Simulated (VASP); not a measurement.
## Be2Pd: single point with PBE

The system is Be2Pd.

```
Be Pd
1.0
     5.15341    0.00000    0.00000
     0.00000    5.15341    0.00000
     0.00000    0.00000    3.40777
Be Pd
4 2
Direct
  0.30434 0.30434 0.00000
  0.19566 0.80434 0.50000
  0.69566 0.69566 0.00000
  0.80434 0.19566 0.50000
  0.00000 0.00000 0.00000
  0.50000 0.50000 0.50000
```

```json
{"Program": "VASP 6.6.1", "Task": "single point", "Functional": "PBE", "Potentials or basis": "VASP PAW PBE potentials, release 64 (Be, Pd)", "Cutoff": "520 eV", "k mesh": "4 × 4 × 6", "Occupations": "gaussian, width 0.1 eV", "Spin": "no spin polarisation"}
```

```yaml
Pressure: 0.3 GPa
Largest_force: 0.007 eV/Å
Band_gap_on_the_k_mesh: zero (bands 14 and 15 overlap by 0.23 eV)
```

Forces in eV/Å, atoms in the order of the input:
```
Be  -0.005 -0.005  0.000
Be   0.005 -0.005  0.000
Be   0.005  0.005  0.000
Be  -0.005  0.005  0.000
Pd   0.000  0.000  0.000
Pd   0.000  0.000  0.000
```

Stress tensor (GPa, compression positive):
```
0.25 0.00 0.00
0.00 0.25 0.00
0.00 0.00 0.49
```

Levels at points of the mesh, in eV from the Fermi level:
```csv
k point,band 12,band 13,band 14,band 15,band 16,band 17
"(0.00, 0.00, 0.00)",-2.12,-2.12,-1.90,1.42,1.68,1.68
"(0.50, 0.00, 0.00)",-3.28,-0.32,-0.32,0.26,0.26,4.03
"(0.50, 0.50, 0.00)",-3.16,-2.85,-2.85,3.80,3.80,4.10
"(0.00, 0.00, 0.50)",-2.52,-0.58,-0.58,1.22,1.22,1.29
"(0.50, 0.00, 0.50)",-3.03,-1.78,-1.78,0.87,0.87,1.30
"(0.50, 0.50, 0.50)",-2.10,-1.69,-1.69,-0.15,-0.15,-0.12
```

Wall time 36 s on 1 thread of AMD EPYC 7R43 64-Core Processor (Zen 3) (shared host), peak memory 0.18 GiB.
